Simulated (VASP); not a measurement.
A run of VASP 6.6.1:

The input INCAR:

```
PREC     = Accurate       # precision mode
ENCUT    = 520            # plane-wave cutoff, eV
EDIFF    = 1E-7           # SCF threshold, eV
ISMEAR   = 0              # smearing method
SIGMA    = 0.15           # smearing width, eV
LREAL    = False          # projectors in reciprocal space
LASPH    = True           # aspherical terms in the spheres
NELM     = 80             # most SCF steps
ALGO     = Normal         # electronic algorithm
ISIF     = 2              # what is computed and relaxed
LWAVE    = False          # write WAVECAR
LCHARG   = True           # write CHGCAR
GGA      = PE             # functional
LELF     = True           # ELF
LVHAR    = True         
NBANDS   = 10             # bands
```

KPOINTS

```
regular mesh
0
Gamma
  10 10 10
```

File POSCAR:

```
Re
1.0
    0.0000000000      2.0968194228      1.7066013283
    2.0968194228      0.0000000000      1.7066013283
    2.0968194228      2.0968194228      0.0000000000
Re
1
Direct
    0.0000000000      0.0000000000      0.0000000000
```

Potentials or basis: VASP PAW PBE potentials, release 64 (Re).

Command:

```console
$ cat potpaw_PBE.64/Re/POTCAR > POTCAR
$ mpirun -np 1 vasp_std > vasp.out
```

Hardware: 1 thread of Intel(R) Xeon(R) Platinum 8488C (Sapphire Rapids), on a shared host.

Q: Estimate the wall time of this run.

A: Wall time 9.7 s on 1 thread of Intel(R) Xeon(R) Platinum 8488C (Sapphire Rapids), with other jobs on the host, peak memory 0.13 GiB. Counts: scf iterations 11, k points 102.
